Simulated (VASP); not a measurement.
# SnSe in VASP: notebook, part 2 of 4

VASP 6.6.1.

## 3. Single point, PBE

File INCAR:

```
PREC = Accurate
ENCUT = 520
EDIFF = 1E-6
ISMEAR = -1
SIGMA = 0.02
LREAL = False
LASPH = True
NELM = 80
ALGO = Normal
ISIF = 2
LWAVE = False
LCHARG = True
GGA = PE
LELF = True
LVHAR = True
NBANDS = 28
```

File KPOINTS:

```
Automatic mesh
0
Gamma
  6 6 3
```

File POSCAR:

```
SnSe
1.0
    4.3150873162      0.0000000000      0.0000000000
    0.0000000000      4.3150873162      0.0000000000
    0.0000000000      0.0000000000     10.7499247478
Sn Se
2 2
Direct
    0.5000000000      0.0000000000      0.3736319381
    0.0000000000      0.5000000000      0.6263680619
    0.5000000000      0.0000000000      0.6263750233
    0.0000000000      0.5000000000      0.3736249767
```

Potentials or basis: VASP PAW PBE potentials, release 64 (Sn_d, Se).

Started as:

```bash
> cat potpaw_PBE.64/Sn_d/POTCAR potpaw_PBE.64/Se/POTCAR > POTCAR
> mpirun -np 1 vasp_std > vasp.out
```

OUTCAR:

```text
PREC = Accurate
   ENCUT = 520
   EDIFF = 1E-6
   ISMEAR = -1
   LREAL = False
   LASPH = True
   NELM = 80
   ISIF = 2
   GGA = PE

 ion  position               nearest neighbor table
   1  0.500  0.000  0.374-   3 2.72   4 3.05   4 3.05   4 3.05   4 3.05
   2  0.000  0.500  0.626-   4 2.72   3 3.05   3 3.05   3 3.05   3 3.05
   3  0.500  0.000  0.626-   1 2.72   2 3.05   2 3.05   2 3.05   2 3.05
   4  0.000  0.500  0.374-   2 2.72   1 3.05   1 3.05   1 3.05   1 3.05

  LATTYP: Found a simple tetragonal cell.
 ALAT       =     4.3150873162
 C/A-ratio  =     2.4912415347

  Lattice vectors:

 A1 = (   4.3150873162,   0.0000000000,   0.0000000000)
 A2 = (   0.0000000000,   4.3150873162,   0.0000000000)
 A3 = (   0.0000000000,   0.0000000000,  10.7499247478)

Analysis of symmetry for initial positions (statically):
=====================================================================
 Subroutine PRICEL returns:
 Original cell was already a primitive cell.

 Routine SETGRP: Setting up the symmetry group for a
 simple tetragonal supercell.

 Subroutine GETGRP returns: Found 16 space group operations
 (whereof  8 operations were pure point group operations)
 out of a pool of 16 trial point group operations.

The static configuration has the point symmetry D_2d.
 The point group associated with its full space group is D_4h.

Analysis of symmetry for dynamics (positions and initial velocities):
=====================================================================
 Subroutine PRICEL returns:
 Original cell was already a primitive cell.

 Routine SETGRP: Setting up the symmetry group for a
 simple tetragonal supercell.

 Subroutine GETGRP returns: Found 16 space group operations
[... 115 lines left out ...]
   NUPDOWN=      -1.0000    fix difference up-down
   EMIN   =  10.00;   EMAX   =-10.00  energy-range for DOS
   EFERMI =   0.00;   METHOD = LEGACY
   ISMEAR =    -1;   SIGMA  =   0.02  broadening in eV -4-tet -1-fermi 0-gaus
   EFERMI_NEDOS =   21; number of points for ismear=-14 and -15
   IALGO  =     38    algorithm
   IMIX   =      4    mixing-type and parameters
     AMIX     =   0.40;   BMIX     =  1.00
     AMIX_MAG =   1.60;   BMIX_MAG =  1.00
  volume/ion in A,a.u.               =      50.04       337.69
  Fermi-wavevector in a.u.,A,eV,Ry     =   0.957121  1.808696 12.464021  0.916080
  Thomas-Fermi vector in A             =   2.086110
   LORBIT       =      0    0 simple, 1 ext, 2 COOP (PROOUT), +10 PAW based schemes
   GGA     = PE    functional components
   LHFCALC =     F    Hartree Fock is set to
   AEXX    =    0.0000 exact exchange contribution
   IVDW    =     0    specifies the selected vdW correction
   LEPSILON=     F    determine dielectric tensor
   LRPA    =     F    only Hartree local field effects (RPA)
 non-spin polarized calculation
  energy-cutoff  :      520.00
  volume of cell :      200.16
 maximum number of plane-waves:      5424
   NGX = 17   NGY = 17   NGZ = 39

 number of electron      40.0000018 magnetization

 Free energy of the ion-electron system (eV)
  ---------------------------------------------------
  ext. energy  EPLUGINS =         0.00000000
  ---------------------------------------------------
  free energy    TOTEN  =       -16.27002665 eV

  energy without entropy =      -16.27002665  energy(sigma->0) =      -16.27002665

 E-fermi :   1.1543     XC(G=0):  -6.1419

 val. band max:        0.6290725332   @ k =   0.3333   0.0000   0.3333
 cond. band min:       2.1446063990   @ k =   0.5000   0.0000   0.0000
 fundamental gap:      1.5155338658
 Fermi energy:         1.1542870544

 k-point     1 :       0.0000    0.0000    0.0000
  band No.  band energies     occupation
      1     -20.4575      2.00000
      2     -20.4513      2.00000
      3     -20.4490      2.00000
      4     -20.4445      2.00000
      5     -20.4408      2.00000
      6     -20.4178      2.00000
[... 609 lines left out ...]
     27       6.9182      0.00000
     28       6.9182      0.00000

------------------------ aborting loop because EDIFF is reached ----------------------------------------

  FORCE on cell =-STRESS in cart. coord.  units (eV):
  Direction    XX          YY          ZZ          XY          YZ          ZX
  --------------------------------------------------------------------------------------
  -------------------------------------------------------------------------------------
  Total        0.0035440      0.0035440      0.0463067      0.0000000     -0.0000000      0.0000000
  in kB        0.0283670      0.0283670      0.3706551      0.0000000     -0.0000000      0.0000000
  external PRESSURE =       0.1424630 kB  Pullay stress =       0.0000000 kB

 VOLUME and BASIS-vectors are now :
 -----------------------------------------------------------------------------
  energy-cutoff  :      520.00
  volume of cell :      200.16
      direct lattice vectors                 reciprocal lattice vectors
     4.315087316  0.000000000  0.000000000     0.231745021  0.000000000  0.000000000
     0.000000000  4.315087316  0.000000000     0.000000000  0.231745021  0.000000000
     0.000000000  0.000000000 10.749924748     0.000000000  0.000000000  0.093023907

 POSITION                                       TOTAL-FORCE (eV/Angst)
 -----------------------------------------------------------------------------------
      2.15754      0.00000      4.01652         0.000000     -0.000000     -0.011628
      0.00000      2.15754      6.73341         0.000000      0.000000      0.011628
      2.15754      0.00000      6.73348         0.000000     -0.000000      0.014663
      0.00000      2.15754      4.01644         0.000000      0.000000     -0.014663
 -----------------------------------------------------------------------------------
    total drift:                                0.000000      0.000000      0.000000

  FREE ENERGIE OF THE ION-ELECTRON SYSTEM (eV)
  ---------------------------------------------------
  free  energy   TOTEN  =       -16.2700266469 eV

  energy  without entropy=      -16.2700266469  energy(sigma->0) =      -16.27002665
```

OSZICAR:

```text
N       E                     dE             d eps       ncg     rms          rms(c)
DAV:   1     0.342013438909E+03    0.34201E+03   -0.18654E+04  1144   0.146E+03
DAV:   2     0.306567523887E+02   -0.31136E+03   -0.30278E+03  1200   0.368E+02
DAV:   3    -0.145039757263E+02   -0.45161E+02   -0.44486E+02  1340   0.145E+02
DAV:   4    -0.167254539296E+02   -0.22215E+01   -0.22098E+01  1320   0.336E+01
DAV:   5    -0.167865825254E+02   -0.61129E-01   -0.61117E-01  1468   0.599E+00    0.443E+00
DAV:   6    -0.163016159644E+02    0.48497E+00   -0.10849E+00  1528   0.523E+00    0.275E+00
DAV:   7    -0.162826230742E+02    0.18993E-01   -0.29090E-01  1404   0.208E+00    0.122E+00
DAV:   8    -0.162733037986E+02    0.93193E-02   -0.28654E-02  1284   0.112E+00    0.246E-01
DAV:   9    -0.162697271578E+02    0.35766E-02   -0.50468E-03  1308   0.420E-01    0.124E-01
DAV:  10    -0.162684887579E+02    0.12384E-02   -0.26616E-03  1224   0.195E-01    0.446E-02
DAV:  11    -0.162690144754E+02   -0.52572E-03   -0.12557E-03  1164   0.138E-01    0.525E-02
DAV:  12    -0.162699958664E+02   -0.98139E-03   -0.40391E-04  1264   0.899E-02    0.123E-02
DAV:  13    -0.162700276725E+02   -0.31806E-04   -0.36254E-05   988   0.383E-02    0.848E-03
DAV:  14    -0.162700268428E+02    0.82975E-06   -0.11476E-05  1072   0.218E-02    0.437E-03
DAV:  15    -0.162700266469E+02    0.19588E-06   -0.57269E-07   992   0.634E-03
   1 F= -.16270027E+02 E0= -.16270027E+02  d E =-.499249E-12
```

Run time: 84 s. Hardware: 1 thread of Intel Xeon Platinum 8488C (Sapphire Rapids), shared host; peak memory 0.31 GiB.

What came out:

```
Free energy            : -16.2700 eV
Largest force          : 0.015 eV/Å
Band gap on the k mesh : 1.52 eV (least direct gap 1.57 eV)
```

Forces in eV/Å, atoms in the order of the input:
```
Sn   0.000  0.000 -0.012
Sn   0.000  0.000  0.012
Se   0.000  0.000  0.015
Se   0.000  0.000 -0.015
```

Caveat: there is no dipole correction, which matters where the two faces differ; spin-orbit coupling is left out, which moves the levels of the heavy elements.

(Continued in part 3 of 4.)
